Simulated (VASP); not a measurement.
**Ba: relaxation of cell and atoms with LDA**

The system is Ba.

```xyz
1
Lattice="0.0000 2.9902 2.9902 2.9902 0.0000 2.9902 2.9902 2.9902 0.0000" Properties=species:S:1:pos:R:3 pbc="T T T"
Ba    0.0000    0.0000    0.0000
```

This isn't the form of Ba at room conditions, which is bcc.

```yaml
Program: VASP 6.6.1
Task: relaxation of cell and atoms
Functional: LDA
Potentials_or_basis: VASP PAW LDA potentials, release 64 (Ba_sv)
Cutoff: 600 eV
k_mesh: 16 × 16 × 16
Occupations: fermi-dirac, width 0.1 eV
Spin: no spin polarisation
Target_pressure: 4 GPa
Dipole_correction: no
Further_INCAR_settings: ALGO = Normal; EDIFF = 1e-07; IBRION = 2; EDIFFG = -0.002; NSW = 100; ISIF = 3
```

- Relaxed volume: 40.48 Å³/atom
- Relaxed cell: a = 3.854 Å, b = 3.854 Å, c = 3.854 Å, α = 60.00°, β = 60.00°, γ = 60.00°
- Space group after relaxing (to 0.1 Å): Fm-3m (No. 225)
- Energy change on relaxing (the run minimises the enthalpy): +142.2 meV/atom
- Ionic steps: 18
- Pressure after relaxing: 4.0 GPa
- Band gap on the k mesh: zero (bands 5 and 6 overlap by 1.16 eV)

The path:
```
step  energy change (eV)  largest force (eV/Å)  pressure (GPa)  volume (Å³)
   1              0.0000                0.0000            0.12        53.47
   2              0.0699                0.0000            2.52        44.07
   3              0.1298                0.0000            3.76        40.99
   4              0.1430                0.0000            4.04        40.45
   5              0.1372                0.0000            3.90        40.68
   6              0.1372                0.0000            3.90        40.68
   7              0.1375                0.0000            3.91        40.67
   8              0.1375                0.0000            3.91        40.67
   9              0.1375                0.0000            3.90        40.67
  10              0.1375                0.0000            3.92        40.67
  11              0.1375                0.0000            3.90        40.67
  12              0.1376                0.0000            3.91        40.67
  13              0.1377                0.0000            3.91        40.66
  14              0.1379                0.0000            3.92        40.65
  15              0.1384                0.0000            3.92        40.63
  16              0.1393                0.0000            3.94        40.59
  17              0.1412                0.0000            3.98        40.52
  18              0.1422                0.0000            4.00        40.48
```

Final structure:
```
Ba
1.0
     0.00000    2.72522    2.72522
     2.72522    0.00000    2.72522
     2.72522    2.72522    0.00000
Ba
1
Direct
  0.00000 0.00000 0.00000
```

Levels at points of the mesh, in eV from the Fermi level:
| k point | band 1 | band 2 | band 3 | band 4 | band 5 | band 6 | band 7 | band 8 | band 9 |
| --- | --- | --- | --- | --- | --- | --- | --- | --- | --- |
| (0.00, 0.00, 0.00) | -28.32 | -12.70 | -12.70 | -12.70 | -2.65 | 2.18 | 2.18 | 2.18 | 4.77 |
| (0.50, 0.00, 0.00) | -28.07 | -14.40 | -12.91 | -12.91 | -1.16 | 1.93 | 1.93 | 3.09 | 6.85 |
| (0.50, 0.50, 0.00) | -27.99 | -14.28 | -13.30 | -13.30 | -1.49 | -0.80 | 4.71 | 6.92 | 7.54 |

Wall time 11 min on 1 thread of Intel Xeon 8259CL, with other jobs on the host, peak memory 0.25 GiB.

Caveat: the cell is relaxed towards a set pressure, so the run minimises the enthalpy, not the energy; the volume moved by over 15 % at a fixed basis, so the end points are rough; spin-orbit coupling is left out, which moves the levels of the heavy elements.
